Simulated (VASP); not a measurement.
Set up this calculation in VASP 6.6.1, as the native input.

```yaml
Task: relaxation of cell and atoms
Functional: r2SCAN
Potentials_or_basis: VASP PAW PBE potentials, release 64 (Pb_d, Se)
Cutoff: 600 eV
k_mesh: 6 × 6 × 6
Occupations: gaussian, width 0.01 eV
Spin: no spin polarisation
Target_pressure: 4 GPa
Dipole_correction: no
Further_INCAR_settings: ALGO = Normal; EDIFF = 1e-06; IBRION = 2; EDIFFG = -0.002; NSW = 100; ISIF = 3
```

The system is PbSe.

```
CELL_PARAMETERS angstrom
0.00000 3.08967 3.08967
3.08967 0.00000 3.08967
3.08967 3.08967 0.00000
ATOMIC_POSITIONS crystal
Pb 0.00000 0.00000 0.00000
Se 0.50000 0.50000 0.50000
```

The input as run:

POSCAR

```
PbSe
1.0
    0.0000000000      3.0896732418      3.0896732418
    3.0896732418      0.0000000000      3.0896732418
    3.0896732418      3.0896732418      0.0000000000
Pb Se
1 1
Direct
    0.0000000000      0.0000000000      0.0000000000
    0.5000000000      0.5000000000      0.5000000000
```

INCAR.step1

```
ALGO = Normal ; EDIFF = 1E-4
ENCUT = 600 ; GGA = PE
ISMEAR = 0 ; LASPH = T
LCHARG = F ; LREAL = F
LWAVE = T ; NELM = 60
PREC = Accurate ; SIGMA = 0.01
```

INCAR.step2

```
ALGO = Normal ; EDIFF = 1E-6
EDIFFG = -0.002 ; ENCUT = 600
IBRION = 2 ; ISIF = 3
ISMEAR = 0 ; ISTART = 1
LASPH = T ; LCHARG = F
LMIXTAU = T ; LREAL = F
LWAVE = F ; METAGGA = R2SCAN
NELM = 60 ; NSW = 100
PREC = Accurate ; PSTRESS = 40.0
SIGMA = 0.01
```

KPOINTS

```
k-points
0
Gamma
  6 6 6
```

Potentials or basis: VASP PAW PBE potentials, release 64 (Pb_d, Se).

Launch:

```bash
$ cat potpaw_PBE.64/Pb_d/POTCAR potpaw_PBE.64/Se/POTCAR > POTCAR
$ cp INCAR.step1 INCAR
$ mpirun -np 1 vasp_std > vasp.out
$ cp INCAR.step2 INCAR
$ mpirun -np 1 vasp_std > vasp.out
```

Results of the run:

```json
{
  "Relaxed volume": "27.57 Å³/atom",
  "Relaxed cell": "a = 4.272 Å, b = 4.272 Å, c = 4.272 Å, α = 60.00°, β = 60.00°, γ = 60.00°",
  "Space group after relaxing (to 0.1 Å)": "Fm-3m (No. 225)",
  "Energy change on relaxing (the run minimises the enthalpy)": "+22.3 meV/atom",
  "Ionic steps": "3",
  "Pressure after relaxing": "4.0 GPa",
  "Band gap on the k mesh": "0.44 eV"
}
```

Caveat: the cell is relaxed towards a set pressure, so the run minimises the enthalpy, not the energy; the PAW data sets were made with another functional, which shifts forces and pressure a little; spin-orbit coupling is left out, which moves the levels of the heavy elements.

It took 2.6 min on 1 thread of AMD EPYC 9R45 96-Core Processor (Zen 5), on a shared host, peak memory 0.2 GiB.
